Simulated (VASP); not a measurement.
# Ti (Fm-3m) in VASP: notebook

The runs below take Ti through single point, with revPBE.

Everything below comes from runs of VASP 6.6.1. Logs are shortened: lines on timing, memory, paths and dates and some standing lists are left out, and cuts for length are marked.

## (1) The cell of the first run

The structure is cubic, space group Fm-3m (No. 225). The conventional cell has a = 3.973 Å, b = 3.973 Å, c = 3.973 Å, α = 90.00°, β = 90.00°, γ = 90.00°. Ti (site symmetry m-3m) has 12 Ti at 2.81 Å within 3.7 Å.

## (2) Single point, revPBE (volume scaled by 0.88)

The input, INCAR:

```
SYSTEM = Ti
PREC     = Accurate       ! precision mode
ENCUT    = 520            ! plane-wave cutoff, eV
EDIFF    = 1E-7           ! SCF threshold, eV
ISMEAR   = -1             ! smearing method
SIGMA    = 0.1            ! smearing width, eV
LREAL    = .FALSE.        ! projectors in reciprocal space
LASPH    = .TRUE.         ! aspherical terms in the spheres
NELM     = 60             ! most SCF steps
ALGO     = Normal         ! electronic algorithm
ISIF     = 2              ! what is computed and relaxed
LWAVE    = .FALSE.        ! write WAVECAR
LCHARG   = .FALSE.        ! write CHGCAR
GGA      = RE             ! functional
NBANDS   = 12             ! bands
```

The input, KPOINTS:

```
Automatic mesh
0
G
  15 15 15
  0 0 0
```

The input, POSCAR:

```
Ti
1.0
    0.0000000000      1.9862839933      1.9862839933
    1.9862839933      0.0000000000      1.9862839933
    1.9862839933      1.9862839933      0.0000000000
Ti
1
Direct
    0.0000000000      0.0000000000      0.0000000000
```

Potentials or basis: VASP PAW PBE potentials, release 64 (Ti_sv).

Command:

```bash
$ cat potpaw_PBE.64/Ti_sv/POTCAR > POTCAR
$ mpirun -np 1 vasp_std > vasp.out
```

OUTCAR:

```text
SYSTEM = Ti
   PREC = Accurate
   ENCUT = 520
   EDIFF = 1E-7
   ISMEAR = -1
   LREAL = .FALSE.
   LASPH = .TRUE.
   NELM = 60
   ISIF = 2
   GGA = RE

 ion  position               nearest neighbor table
   1  0.000  0.000  0.000-

  LATTYP: Found a face centered cubic cell.
 ALAT       =     3.9725679866

  Lattice vectors:

 A1 = (   0.0000000000,   1.9862839933,   1.9862839933)
 A2 = (   1.9862839933,   0.0000000000,   1.9862839933)
 A3 = (   1.9862839933,   1.9862839933,   0.0000000000)

Analysis of symmetry for initial positions (statically):
=====================================================================
 Subroutine PRICEL returns:
 Original cell was already a primitive cell.

 Routine SETGRP: Setting up the symmetry group for a
 face centered cubic supercell.

 Subroutine GETGRP returns: Found 48 space group operations
 (whereof 48 operations were pure point group operations)
 out of a pool of 48 trial point group operations.

The static configuration has the point symmetry O_h .

Analysis of symmetry for dynamics (positions and initial velocities):
=====================================================================
 Subroutine PRICEL returns:
 Original cell was already a primitive cell.

 Routine SETGRP: Setting up the symmetry group for a
 face centered cubic supercell.

 Subroutine GETGRP returns: Found 48 space group operations
 (whereof 48 operations were pure point group operations)
 out of a pool of 48 trial point group operations.

The dynamic configuration has the point symmetry O_h .

 Subroutine INISYM returns: Found 48 space group operations
 (whereof 48 operations are pure point group operations),
 and found     1 'primitive' translations

----------------------------------------------------------------------------------------

                                     Primitive cell

  volume of cell :      15.6731

  direct lattice vectors                    reciprocal lattice vectors
     0.000000000  1.986283993  1.986283993    -0.251726340  0.251726340  0.251726340
     1.986283993  0.000000000  1.986283993     0.251726340 -0.251726340  0.251726340
     1.986283993  1.986283993  0.000000000     0.251726340  0.251726340 -0.251726340

  length of vectors
     2.809029762  2.809029762  2.809029762     0.436002811  0.436002811  0.436002811

  position of ions in fractional coordinates (direct lattice)
     0.000000000  0.000000000  0.000000000

  ion indices of the primitive-cell ions
   primitive index   ion index
                 1           1

----------------------------------------------------------------------------------------

 KPOINTS: Automatic mesh

Automatic generation of k-mesh.
 Grid dimensions read from file:
 generate k-points for:   15   15   15

 Generating k-lattice:

  Cartesian coordinates                     Fractional coordinates (reciprocal lattice)
    -0.016781756  0.016781756  0.016781756     0.066666667  0.000000000  0.000000000
     0.016781756 -0.016781756  0.016781756     0.000000000  0.066666667  0.000000000
     0.016781756  0.016781756 -0.016781756     0.000000000  0.000000000  0.066666667

  Length of vectors
     0.029066854  0.029066854  0.029066854

  Shift w.r.t. Gamma in fractional coordinates (k-lattice)
     0.000000000  0.000000000  0.000000000

 Subroutine IBZKPT returns following result:
 ===========================================

 Found    120 irreducible k-points:

 Following reciprocal coordinates:
            Coordinates               Weight
  0.000000  0.000000  0.000000      1.000000
  0.066667  0.000000  0.000000      8.000000
  0.133333  0.000000  0.000000      8.000000
  0.200000  0.000000  0.000000      8.000000
  0.266667  0.000000  0.000000      8.000000
  0.333333  0.000000  0.000000      8.000000
[... 16 lines left out ...]
  0.133333  0.133333  0.000000      6.000000
  0.200000  0.133333  0.000000     24.000000
 [... further k-points ...]
   k-points           NKPTS =    120   k-points in BZ     NKDIM =    120   number of bands    NBANDS=     12
   number of dos      NEDOS =    301   number of ions     NIONS =      1
   total plane-waves  NPLWV =  13824
   dimension x,y,z NGX =    24 NGY =   24 NGZ =   24
   dimension x,y,z NGXF=    48 NGYF=   48 NGZF=   48
   ions per type =               1
   NGX,Y,Z   is equivalent  to a cutoff of  14.20, 14.20, 14.20 a.u.
   NGXF,Y,Z  is equivalent  to a cutoff of  28.41, 28.41, 28.41 a.u.
 SYSTEM =  Ti
   PREC   = accura    normal or accurate (medium, high low for compatibility)
   ISTART =      0    job   : 0-new  1-cont  2-samecut
   ICHARG =      2    charge: 1-file 2-atom 10-const
   ISPIN  =      1    spin polarized calculation?
   LNONCOLLINEAR =      F non collinear calculations
   LSORBIT =      F    spin-orbit coupling
   LASPH  =      T    aspherical Exc in radial PAW
   ENCUT  =  520.0 eV  38.22 Ry    6.18 a.u.   5.22  5.22  5.22*2*pi/ulx,y,z
   NELM   =     60;   NELMIN=  2; NELMDL= -5     # of ELM steps
   EDIFF  = 0.1E-06   stopping-criterion for ELM
   LREAL  =      F    real-space projection
   EDIFFG = 0.1E-05   stopping-criterion for IOM
   NSW    =      0    number of steps for IOM
   IBRION =     -1    ionic relax: 0-MD 1-quasi-New 2-CG
   NFREE  =      0    steps in history (QN), initial steepest desc. (CG)
   ISIF   =      2    stress and relaxation
   ISYM   =      2    0-nonsym 1-usesym 2-fastsym
   POTIM  = 0.5000    time-step for ionic-motion
   TEBEG  =    0.0;   TEEND  =   0.0 temperature during run
   PSTRESS=    0.0 pullay stress
   NELECT =      12.0000    total number of electrons
   NUPDOWN=      -1.0000    fix difference up-down
   EMIN   =  10.00;   EMAX   =-10.00  energy-range for DOS
   EFERMI =   0.00;   METHOD = LEGACY
   ISMEAR =    -1;   SIGMA  =   0.10  broadening in eV -4-tet -1-fermi 0-gaus
   EFERMI_NEDOS =   21; number of points for ismear=-14 and -15
   IALGO  =     38    algorithm
   IMIX   =      4    mixing-type and parameters
     AMIX     =   0.40;   BMIX     =  1.00
     AMIX_MAG =   1.60;   BMIX_MAG =  1.00
  volume/ion in A,a.u.               =      15.67       105.77
  Fermi-wavevector in a.u.,A,eV,Ry     =   1.497674  2.830193 30.518233  2.243027
  Thomas-Fermi vector in A             =   2.609531
   LORBIT       =      0    0 simple, 1 ext, 2 COOP (PROOUT), +10 PAW based schemes
   GGA     = RE    functional components
   LHFCALC =     F    Hartree Fock is set to
   AEXX    =    0.0000 exact exchange contribution
   IVDW    =     0    specifies the selected vdW correction
   LEPSILON=     F    determine dielectric tensor
   LRPA    =     F    only Hartree local field effects (RPA)
 non-spin polarized calculation
  energy-cutoff  :      520.00
  volume of cell :       15.67
 maximum number of plane-waves:       440
 NGX is ok and might be reduce to    24
   NGX = 11   NGY = 11   NGZ = 11

 number of electron      11.9999998 magnetization

 Free energy of the ion-electron system (eV)
  ---------------------------------------------------
  ext. energy  EPLUGINS =         0.00000000
  ---------------------------------------------------
  free energy    TOTEN  =        -7.39413366 eV

  energy without entropy =       -7.34395161  energy(sigma->0) =       -7.36904264

 E-fermi :   9.4453     XC(G=0): -11.9131

 val. band max:        9.4444709760   @ k =  -0.4667   0.1333   0.0667
 cond. band min:       9.4614680514   @ k =   0.2667   0.0000   0.0000
 fundamental gap:      0.0169970753
 Fermi energy:         9.4453423453

 k-point     1 :       0.0000    0.0000    0.0000
  band No.  band energies     occupation
      1     -47.1990      2.00000
      2     -22.8710      2.00000
      3     -22.8710      2.00000
      4     -22.8710      2.00000
      5       3.0975      2.00000
      6      10.3839      0.00017
      7      10.3839      0.00017
      8      10.3839      0.00017
      9      12.2648      0.00000
     10      12.2648      0.00000
     11      25.2287      0.00000
     12      30.2448      0.00000

 k-point     2 :       0.0667    0.0000    0.0000
  band No.  band energies     occupation
      1     -47.1913      2.00000
      2     -22.9129      2.00000
      3     -22.8761      2.00000
      4     -22.8761      2.00000
      5       3.2564      2.00000
      6      10.2811      0.00047
      7      10.4430      0.00009
      8      10.4430      0.00009
      9      12.2247      0.00000
     10      12.2247      0.00000
     11      25.3903      0.00000
     12      29.0874      0.00000

 k-point     3 :       0.1333    0.0000    0.0000
  band No.  band energies     occupation
      1     -47.1692      2.00000
      2     -23.0301      2.00000
      3     -22.8904      2.00000
      4     -22.8904      2.00000
      5       3.7149      2.00000
      6      10.0150      0.00669
      7      10.5847      0.00002
      8      10.5847      0.00002
      9      12.1488      0.00000
     10      12.1488      0.00000
     11      25.6729      0.00000
     12      27.2265      0.00000

 k-point     4 :       0.2000    0.0000    0.0000
  band No.  band energies     occupation
      1     -47.1365      2.00000
      2     -23.2002      2.00000
      3     -22.9114      2.00000
      4     -22.9114      2.00000
      5       4.4136      2.00000
      6       9.6935      0.15433
      7      10.6929      0.00001
      8      10.6929      0.00001
      9      12.1718      0.00000
     10      12.1718      0.00000
     11      24.8176      0.00000
     12      26.3592      0.00000

 k-point     5 :       0.2667    0.0000    0.0000
  band No.  band energies     occupation
      1     -47.0987      2.00000
      2     -23.3920      2.00000
      3     -22.9354      2.00000
      4     -22.9354      2.00000
      5       5.2351      2.00000
      6       9.4615      0.91955
      7      10.6483      0.00001
      8      10.6483      0.00001
      9      12.4197      0.00000
     10      12.4197      0.00000
     11      23.0315      0.00000
     12      26.0290      0.00000
[... 228 lines left out ...]
      1     -47.1531      2.00000
      2     -23.0981      2.00000
      3     -22.9285      2.00000
      4     -22.8893      2.00000
      5       4.0560      2.00000
      6       9.8195      0.04634
      7      10.6609      0.00001
      8      10.7038      0.00001
      9      11.8910      0.00000
     10      12.3457      0.00000
     11      25.7224      0.00000
     12      26.5868      0.00000

 k-point    22 :      -0.0667    0.0667    0.0000
  band No.  band energies     occupation
      1     -47.1787      2.00000
      2     -22.9710      2.00000
      3     -22.8996      2.00000
      4     -22.8776      2.00000
      5       3.5152      2.00000
      6      10.1106      0.00258
      7      10.5311      0.00004
      8      10.5486      0.00003
      9      12.0599      0.00000
     10      12.2787      0.00000
     11      25.6143      0.00000
     12      28.0734      0.00000

 k-point    23 :       0.1333    0.1333    0.0000
  band No.  band energies     occupation
      1     -47.1593      2.00000
      2     -23.0260      2.00000
      3     -22.9248      2.00000
      4     -22.9248      2.00000
      5       3.9144      2.00000
      6       9.7704      0.07462
      7      10.7714      0.00000
      8      10.7714      0.00000
      9      11.6610      0.00000
     10      12.4525      0.00000
     11      26.0355      0.00000
     12      27.8546      0.00000

 k-point    24 :       0.2000    0.1333    0.0000
  band No.  band energies     occupation
      1     -47.1350      2.00000
      2     -23.1363      2.00000
      3     -22.9519      2.00000
      4     -22.9446      2.00000
      5       4.4281      2.00000
      6       9.4773      0.84137
      7      10.8830      0.00000
      8      10.9621      0.00000
      9      11.5122      0.00000
     10      12.5488      0.00000
     11      26.1173      0.00000
     12      26.7361      0.00000

 [... further k-points ...]

------------------------ aborting loop because EDIFF is reached ----------------------------------------

  FORCE on cell =-STRESS in cart. coord.  units (eV):
  Direction    XX          YY          ZZ          XY          YZ          ZX
  --------------------------------------------------------------------------------------
  -------------------------------------------------------------------------------------
  Total        1.5461637      1.5461637      1.5461637     -0.0000000      0.0000000     -0.0000000
  in kB      158.0563754    158.0563754    158.0563754     -0.0000000      0.0000000     -0.0000000
  external PRESSURE =     158.0563754 kB  Pullay stress =       0.0000000 kB

 VOLUME and BASIS-vectors are now :
 -----------------------------------------------------------------------------
  energy-cutoff  :      520.00
  volume of cell :       15.67
      direct lattice vectors                 reciprocal lattice vectors
     0.000000000  1.986283993  1.986283993    -0.251726340  0.251726340  0.251726340
     1.986283993  0.000000000  1.986283993     0.251726340 -0.251726340  0.251726340
     1.986283993  1.986283993  0.000000000     0.251726340  0.251726340 -0.251726340

 POSITION                                       TOTAL-FORCE (eV/Angst)
 -----------------------------------------------------------------------------------
      0.00000      0.00000      0.00000        -0.000000     -0.000000     -0.000000
 -----------------------------------------------------------------------------------
    total drift:                               -0.000000     -0.000000     -0.000000

  FREE ENERGIE OF THE ION-ELECTRON SYSTEM (eV)
  ---------------------------------------------------
  free  energy   TOTEN  =        -7.3941336631 eV

  energy  without entropy=       -7.3439516128  energy(sigma->0) =       -7.36904264
```

Wall time 17 s (1 thread of AMD EPYC 9R45 (Zen 5), shared host); peak memory 0.12 GiB.

What came out:

```yaml
Free_energy: -7.3941 eV
Pressure: 15.8 GPa
Band_gap_on_the_k_mesh: zero (band 6 reaches 10.38 eV, above the bottom of band 7 at 9.11 eV)
```

Levels at points of the mesh, in eV from the Fermi level:
```
           k point  band 2  band 3  band 4  band 5  band 6  band 7  band 8  band 9  band 10  band 11
(0.00, 0.00, 0.00)  -32.32  -32.32  -32.32   -6.35    0.94    0.94    0.94    2.82     2.82    15.78
```

Caveat: the PAW data sets were made with another functional, which shifts forces and pressure a little.

## (3) Single point, revPBE (volume scaled by 0.92)

The input, INCAR:

```
  PREC = Accurate
  ENCUT = 520
  EDIFF = 1E-6
  ISMEAR = -1
  SIGMA = 0.1
  LREAL = False
  LASPH = True
  NELM = 80
  ALGO = Normal
  ISIF = 2
  LWAVE = False
  LCHARG = False
  GGA = RE
  NBANDS = 12
```

The input, KPOINTS:

```
Automatic mesh
0
Gamma
  15 15 15
```

The input, POSCAR:

```
Ti
1.0
    0.0000000000      2.0159343944      2.0159343944
    2.0159343944      0.0000000000      2.0159343944
    2.0159343944      2.0159343944      0.0000000000
Ti
1
Direct
    0.0000000000      0.0000000000      0.0000000000
```

Potentials or basis: VASP PAW PBE potentials, release 64 (Ti_sv).

Command:

```bash
$ cat potpaw_PBE.64/Ti_sv/POTCAR > POTCAR
$ mpirun -np 1 vasp_std > vasp.out
```

Run time: 15 s. Hardware: 1 thread of AMD EPYC 9R45 (Zen 5), shared host; peak memory 0.12 GiB.

Results (log left out):

| Quantity | Value |
| --- | --- |
| Free energy | -7.4502 eV |
| Pressure | 9.5 GPa |
| Band gap on the k mesh | zero (band 6 reaches 9.86 eV, above the bottom of band 7 at 8.65 eV) |

Levels at points of the mesh, in eV from the Fermi level:
```
           k point  band 3  band 4  band 5  band 6  band 7  band 8  band 9  band 10
(0.00, 0.00, 0.00)  -32.45  -32.45   -6.25    0.92    0.92    0.92    2.69     2.69
```

Caveat: the PAW data sets were made with another functional, which shifts forces and pressure a little.
